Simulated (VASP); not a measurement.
A run of VASP 6.6.1:

The input INCAR:

```
ALGO = Normal
EDIFF = 1E-6
ENCUT = 520
GGA = PS
ISIF = 2
ISMEAR = 0
LASPH = True
LCHARG = False
LREAL = False
LWAVE = False
NBANDS = 18
NELM = 80
PREC = Accurate
SIGMA = 0.01
```

File KPOINTS:

```
k-points
0
Gamma
  4 4 4
```

The input POSCAR:

```
Li2BrCl
1.0
    1.8760659207      1.0831471643      6.1164156592
   -1.8760659207      1.0831471643      6.1164156592
    0.0000000000     -2.1662943287      6.1164156592
Cl Br Li
1 1 2
Direct
    1.0000000000      0.0000000000      0.0000000000
    0.5000000000      0.5000000000      0.5000000000
    0.2543610294      0.2543610294      0.2543610294
    0.7456389706      0.7456389706      0.7456389706
```

Potentials or basis: VASP PAW PBE potentials, release 64 (Cl, Br, Li_sv).

Run with:

```console
$ cat potpaw_PBE.64/Cl/POTCAR potpaw_PBE.64/Br/POTCAR potpaw_PBE.64/Li_sv/POTCAR > POTCAR
$ mpirun -np 1 vasp_std > vasp.out
```

Hardware: 1 thread of Oxide Virtual Turin-like Processor (shared host).

Task: Estimate the wall time of this run.

Result: Wall time 41 s on 1 thread of Oxide Virtual Turin-like Processor (shared host), peak memory 0.27 GiB. Counts: scf iterations 12, k points 13.
